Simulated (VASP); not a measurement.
A run of VASP 6.6.1 is set up as follows.

Contents of INCAR:

```
SYSTEM = CdSe
PREC     = Accurate       ! precision mode
ENCUT    = 520            ! plane-wave cutoff, eV
EDIFF    = 1E-6           ! SCF threshold, eV
ISMEAR   = 0              ! smearing method
SIGMA    = 0.05           ! smearing width, eV
LREAL    = .FALSE.        ! projectors in reciprocal space
LASPH    = .TRUE.         ! aspherical terms in the spheres
NELM     = 80             ! most SCF steps
ALGO     = Normal         ! electronic algorithm
ISIF     = 2              ! what is computed and relaxed
LWAVE    = .FALSE.        ! write WAVECAR
LCHARG   = .FALSE.        ! write CHGCAR
GGA      = PS             ! functional
NBANDS   = 16             ! bands
```

Contents of KPOINTS:

```
Automatic mesh
0
G
  10 10 10
  0 0 0
```

Contents of POSCAR:

```
CdSe
1.0
    0.0000000000      3.0626309428      3.0626309428
    3.0626309428      0.0000000000      3.0626309428
    3.2335257494      3.2335257494     -0.1708948066
Cd Se
1 1
Direct
    0.0000000000      0.0000000000      0.0000000000
    0.7500000000      0.7500000000      0.7500000000
```

Potentials or basis: VASP PAW PBE potentials, release 64 (Cd, Se).

Launch:

```sh
$ cat potpaw_PBE.64/Cd/POTCAR potpaw_PBE.64/Se/POTCAR > POTCAR
$ mpirun -np 1 vasp_std > vasp.out
```

Q: Estimate the pressure.

A: -3.5 GPa.

Q: Estimate the band gap on the k mesh.

A: 0.28 eV.

Forces in eV/Å, atoms in the order of the input:
```
Cd   0.099  0.099 -0.099
Se  -0.099 -0.099  0.099
```

Caveat: the cell stands under tension; the PAW data sets were made with another functional, which shifts forces and pressure a little.
